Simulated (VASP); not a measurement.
Wanted: the native input for a VASP 6.6.1 run.

| Item | Value |
| --- | --- |
| Task | single point |
| Functional | RPBE |
| Potentials or basis | VASP PAW PBE potentials, release 64 (Pd) |
| Cutoff | 520 eV |
| k mesh | 11 × 11 × 11 |
| Occupations | fermi-dirac, width 0.05 eV |
| Spin | collinear spin |
| Starting moments | [0.5, -0.5] μB |
| Dipole correction | no |
| Further INCAR settings | ALGO = Normal; EDIFF = 1e-06; NBANDS = 21 |

The structure of Pd lies in POSCAR:

```
Pd
1.0
    3.1251706926      0.0000000000      0.0000000000
    0.0000000000      3.1251706926      0.0000000000
    0.0000000000      0.0000000000      3.1251706926
Pd
2
Direct
    0.0000000000      0.0000000000      0.0000000000
    0.5000000000      0.5000000000      0.5000000000
```

This isn't the form of Pd at room conditions, which is fcc.

One way to write it, as run:

INCAR

```
SYSTEM = Pd
PREC = Accurate ; ENCUT = 520
EDIFF = 1E-6 ; ISMEAR = -1
SIGMA = 0.05 ; LREAL = .False.
LASPH = .True. ; NELM = 150
ALGO = Normal ; ISIF = 2
LWAVE = .False. ; LCHARG = .True.
ISPIN = 2 ; MAGMOM = 0.5 -0.5
LORBIT = 11 ; LMAXMIX = 4
GGA = RP ; LELF = .True.
LVHAR = .True. ; NBANDS = 21
```

KPOINTS

```
Automatic mesh
0
Gamma
  11 11 11
  0 0 0
```

Potentials or basis: VASP PAW PBE potentials, release 64 (Pd).

Command:

```console
$ cat potpaw_PBE.64/Pd/POTCAR > POTCAR
$ mpirun -np 1 vasp_std > vasp.out
```

Results of the run:

* Pressure: 6.3 GPa
* Band gap on the k mesh: zero (filled and empty bands overlap)
* Net moment: 0.00 μB per cell
* Valence electrons inside the program's atomic spheres: Pd 9.39

Caveat: the cell stands under pressure; the PAW data sets were made with another functional, which shifts forces and pressure a little.

It took 65 s on 1 thread of Intel Xeon 8259CL, on a shared host, peak memory 0.18 GiB.
